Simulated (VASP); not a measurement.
SiC, 8 atoms in the cell. The structure is orthorhombic, space group Pnma (No. 62). Conventional cell: a = 5.874 Å, b = 3.141 Å, c = 5.197 Å, α = 90.00°, β = 90.00°, γ = 90.00°. Si (site symmetry m) has 4 C at 1.84 to 1.95 Å within 2.4 Å. Within 2.4 Å of C (site symmetry m) lie 4 Si at 1.84 to 1.95 Å. 

```yaml
Program: VASP 6.6.1
Task: single point
Functional: PBE
Potentials_or_basis: VASP PAW PBE potentials, release 64 (Si, C)
Cutoff: 520 eV
k_mesh: 4 × 8 × 6
Occupations: gaussian, width 0.02 eV
Spin: no spin polarisation
Dipole_correction: no
Further_INCAR_settings: ALGO = Normal; EDIFF = 1e-06; NBANDS = 26
```

Potentials or basis: VASP PAW PBE potentials, release 64 (Si, C).

Command:

```bash
$ cat potpaw_PBE.64/Si/POTCAR potpaw_PBE.64/C/POTCAR > POTCAR
$ mpirun -np 1 vasp_std > vasp.out
```

Hardware: 1 thread of AMD EPYC 9R45 96-Core Processor (Zen 5), with other jobs on the host.

Q: Estimate the wall time of this run.

A: Wall time 58 s on 1 thread of AMD EPYC 9R45 96-Core Processor (Zen 5) (shared host), peak memory 0.23 GiB. Counts: scf iterations 14, k points 60.
